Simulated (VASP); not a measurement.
Write the native input for VASP 6.6.1 that does the following.

| Quantity | Value |
| --- | --- |
| Task | single point |
| Functional | r2SCAN |
| Potentials or basis | VASP PAW PBE potentials, release 64 (Mg, O) |
| Cutoff | 520 eV |
| k mesh | 9 × 9 × 6 |
| Occupations | fermi-dirac, width 0.05 eV |
| Spin | no spin polarisation |
| Dipole correction | no |
| Further INCAR settings | ALGO = Normal; EDIFF = 1e-06; NBANDS = 16 |

The system is MgO.

```
Mg O
1.0
     3.32969    0.00000    0.00000
    -1.66485    2.88360    0.00000
     0.00000    0.00000    5.01588
Mg O
2 2
Cartesian
  1.6648 0.9612 2.5188
  0.0000 1.9224 0.0108
  1.6648 0.9612 4.5265
  0.0000 1.9224 2.0186
```

The input as run:

POSCAR

```
MgO
1.0
    3.3296934990      0.0000000000      0.0000000000
   -1.6648467495      2.8835991569      0.0000000000
    0.0000000000      0.0000000000      5.0158818481
Mg O
2 2
Direct
    0.6666666667      0.3333333333      0.5021597400
    0.3333333333      0.6666666667      0.0021597400
    0.6666666667      0.3333333333      0.9024402600
    0.3333333333      0.6666666667      0.4024402600
```

INCAR.step1

```
SYSTEM = MgO
  PREC = Accurate
  ENCUT = 520
  ISMEAR = -1
  SIGMA = 0.05
  LREAL = .False.
  LASPH = .True.
  NELM = 80
  NBANDS = 16
  GGA = PE
  ALGO = Normal
  EDIFF = 1E-4
  LWAVE = .True.
  LCHARG = .False.
```

INCAR.step2

```
SYSTEM = MgO
  PREC = Accurate
  ENCUT = 520
  EDIFF = 1E-6
  ISMEAR = -1
  SIGMA = 0.05
  LREAL = .False.
  LASPH = .True.
  NELM = 80
  ALGO = Normal
  ISIF = 2
  LWAVE = .False.
  LCHARG = .False.
  METAGGA = R2SCAN
  LMIXTAU = .True.
  NBANDS = 16
  ISTART = 1
```

KPOINTS

```
Automatic mesh
0
Gamma
  9 9 6
  0 0 0
```

Potentials or basis: VASP PAW PBE potentials, release 64 (Mg, O).

The run is started by

```sh
$ cat potpaw_PBE.64/Mg/POTCAR potpaw_PBE.64/O/POTCAR > POTCAR
$ cp INCAR.step1 INCAR
$ mpirun -np 1 vasp_std > vasp.out
$ cp INCAR.step2 INCAR
$ mpirun -np 1 vasp_std > vasp.out
```

Results of the run:

```
Pressure               : -3.5 GPa
Largest force          : 0.048 eV/Å
Band gap on the k mesh : 4.02 eV, direct
```

Caveat: the PAW data sets were made with another functional, which shifts forces and pressure a little.

Run time: 94 s on 1 thread of AMD EPYC 9R45 96-Core Processor (Zen 5), on a shared host, peak memory 0.16 GiB.
